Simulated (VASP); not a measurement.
Wanted: the native input for a VASP 6.6.1 run.

* Task: single point
* Functional: PBEsol
* Potentials or basis: VASP PAW PBE potentials, release 64 (Co, Pt, O)
* Cutoff: 520 eV
* k mesh: 18 × 18 × 18
* Occupations: gaussian, width 0.1 eV
* Spin: no spin polarisation
* Dipole correction: no
* Further INCAR settings: ALGO = Normal; EDIFF = 1e-06; NBANDS = 24

The structure of CoPtO2 lies in POSCAR:

```
CoPtO2
1.0
    1.3695365095      0.7907022724      5.8365866106
   -1.3695365095      0.7907022724      5.8365866106
    0.0000000000     -1.5814045449      5.8365866106
Co Pt O
1 1 2
Direct
    0.5000000000      0.5000000000      0.5000000000
    0.0000000000      0.0000000000      0.0000000000
    0.8883951724      0.8883951724      0.8883951724
    0.1116048276      0.1116048276      0.1116048276
```

One way to write it, as run:

INCAR

```
SYSTEM = CoPtO2
PREC = Accurate ; ENCUT = 520
EDIFF = 1E-6 ; ISMEAR = 0
SIGMA = 0.1 ; LREAL = .False.
LASPH = .True. ; NELM = 60
ALGO = Normal ; ISIF = 2
LWAVE = .False. ; LCHARG = .True.
GGA = PS ; LELF = .True.
LVHAR = .True. ; NBANDS = 24
```

KPOINTS

```
Automatic mesh
0
Gamma
  18 18 18
  0 0 0
```

Potentials or basis: VASP PAW PBE potentials, release 64 (Co, Pt, O).

The run is started by

```console
$ cat potpaw_PBE.64/Co/POTCAR potpaw_PBE.64/Pt/POTCAR potpaw_PBE.64/O/POTCAR > POTCAR
$ mpirun -np 1 vasp_std > vasp.out
```

It gave:

```yaml
Pressure: 18.9 GPa
Largest_force: 0.013 eV/Å
Band_gap_on_the_k_mesh: zero (an odd number of electrons rules out a gap without spin polarisation)
```

Caveat: the cell stands under pressure; the PAW data sets were made with another functional, which shifts forces and pressure a little; spin-orbit coupling is left out, which moves the levels of the heavy elements; an odd number of electrons without spin polarisation forces a metal; a magnetic or distorted state may lie lower; the run has no spin polarisation, though such a crystal can be magnetic; semilocal functionals often make such compounds metallic where correlation or magnetic order opens a gap, which also shifts bond lengths.

Run time: 23 min on 1 thread of AMD EPYC 9R45 96-Core Processor (Zen 5), with other jobs on the host, peak memory 0.73 GiB.
